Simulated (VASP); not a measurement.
A run of VASP 6.6.1:

File INCAR:

```
SYSTEM = Ge
ALGO = Normal ; EDIFF = 1E-7
ENCUT = 520 ; GGA = PE
ISIF = 2 ; ISMEAR = 1
LASPH = .TRUE. ; LCHARG = .FALSE.
LREAL = .FALSE. ; LWAVE = .FALSE.
NBANDS = 13 ; NELM = 100
PREC = Accurate ; SIGMA = 0.05
```

File KPOINTS:

```
k-points
0
G
  17 17 17
  0 0 0
```

POSCAR

```
Ge
1.0
    1.5805496594      1.5805496594      1.5805496594
   -1.5805496594      1.5805496594      1.5805496594
   -1.5805496594     -1.5805496594      1.5805496594
Ge
1
Direct
    0.0000000000      0.0000000000      0.0000000000
```

Potentials or basis: VASP PAW PBE potentials, release 64 (Ge_d).

Launch:

```sh
$ cat potpaw_PBE.64/Ge_d/POTCAR > POTCAR
$ mpirun -np 1 vasp_std > vasp.out
```

Hardware: 1 thread of Intel(R) Xeon(R) 6975P-C (Granite Rapids), on a shared host.

Question: How long does it take, and how much memory?

Answer: It took 9.9 s on 1 thread of Intel(R) Xeon(R) 6975P-C (Granite Rapids) (shared host), peak memory 0.14 GiB. Counts: scf iterations 12, k points 165.
